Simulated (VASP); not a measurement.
Pt, 2 atoms in the cell. Symmetry: P6_3/mmc, No. 194, hexagonal system. The conventional cell has a = 2.623 Å, b = 2.623 Å, c = 4.792 Å, α = 90.00°, β = 90.00°, γ = 120.00°. Pt (site symmetry -6m2) has 12 Pt at 2.62 to 2.83 Å within 3.5 Å. This isn't the form of Pt at room conditions, which is fcc. This cell differs from its parent crystal: strain -0.0500 x Voigt [1, 1, 0, 0, 0, 0].

```yaml
Program: VASP 6.6.1
Task: single point
Functional: r2SCAN
Potentials_or_basis: VASP PAW PBE potentials, release 64 (Pt)
Cutoff: 520 eV
k_mesh: 18 × 18 × 10
Occupations: gaussian, width 0.15 eV
Spin: no spin polarisation
Dipole_correction: no
Further_INCAR_settings: ALGO = Normal; EDIFF = 1e-06; NBANDS = 17
```

Potentials or basis: VASP PAW PBE potentials, release 64 (Pt).

Command:

```sh
$ cat potpaw_PBE.64/Pt/POTCAR > POTCAR
$ cp INCAR.step1 INCAR
$ mpirun -np 1 vasp_std > vasp.out
$ cp INCAR.step2 INCAR
$ mpirun -np 1 vasp_std > vasp.out
```

Hardware: 1 thread of Intel(R) Xeon(R) Platinum 8488C (Sapphire Rapids) (shared host).

Problem. Estimate the wall time of this run.

Solution. It took 3.2 min on 1 thread of Intel(R) Xeon(R) Platinum 8488C (Sapphire Rapids), with other jobs on the host, peak memory 0.21 GiB. Counts: k points 222.
